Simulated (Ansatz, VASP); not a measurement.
# MgO in VASP and in Ansatz

Contents of INCAR:

```
SYSTEM = MgO
PREC = Accurate ; ENCUT = 520
EDIFF = 1E-6 ; ISMEAR = 0
SIGMA = 0.05 ; LREAL = .FALSE.
LASPH = .TRUE. ; NELM = 60
ALGO = Normal ; ISIF = 2
LWAVE = .FALSE. ; LCHARG = .FALSE.
GGA = PE ; NBANDS = 16
```

Contents of KPOINTS:

```
regular mesh
0
G
  6 6 6
  0 0 0
```

File POSCAR:

```
MgO
1.0
    3.5909691986      0.0000000000      0.0000000000
   -1.7954845993      3.1098705502      0.0000000000
    0.0000000000      0.0000000000      4.1153706017
Mg O
2 2
Direct
    0.6666666667      0.3333333333      0.7500000000
    0.3333333333      0.6666666667      0.2500000000
    0.6666666667      0.3333333333      0.2500000000
    0.3333333333      0.6666666667      0.7500000000
```

Input for Ansatz:

```yaml
crystal:
  lattice:
    - [3.5909691986, 0.0, 0.0]
    - [-1.7954845993, 3.1098705502, 0.0]
    - [0.0, 0.0, 4.1153706017]
  atoms:
    - { symbol: Mg, position: [0.6666666667, 0.3333333333, 0.75] }
    - { symbol: Mg, position: [0.3333333333, 0.6666666667, 0.25] }
    - { symbol: O, position: [0.6666666667, 0.3333333333, 0.25] }
    - { symbol: O, position: [0.3333333333, 0.6666666667, 0.75] }
basis:
  ecutwfc: 420
kpoints:
  mp_grid: { grid: [6, 6, 6] }
hamiltonian:
  xc: pbe
scf:
  occupations: { method: gaussian, width: 0.05 }
output:
  forces: true
  stress: true
  eigenvalues: true
```

Change from the starting cell: strain +0.030 along x and y, -0.015 along z, atoms carried along.

Alike in both runs: task single point; functional PBE; k mesh 6 × 6 × 6; occupations gaussian, width 0.05 eV; no spin polarisation.

```csv
,VASP,Ansatz
version,VASP 6.6.1,Ansatz 0.2.0
potentials or method,"VASP PAW PBE potentials, release 64 (Mg, O), cutoff 520 eV","scalar-relativistic, plane waves, PAW"
valence electrons in the cell,16,32
```

```csv
,VASP,Ansatz,Ansatz less VASP
gap on the k mesh at the Fermi level (eV),3.28,3.30,+0.016
least direct gap on the mesh (eV),3.28,3.30,+0.016
pressure (GPa),-0.9,-0.4,+0.50
"traceless stress, the component that is largest in VASP (GPa)",5.15,5.21,+0.061
```

With one functional, cell and mesh, what is left measures potentials, basis and numerics. VASP's potentials hold 16 valence electrons a cell and Ansatz's 32, so a difference there can come from the potentials and not from the codes.
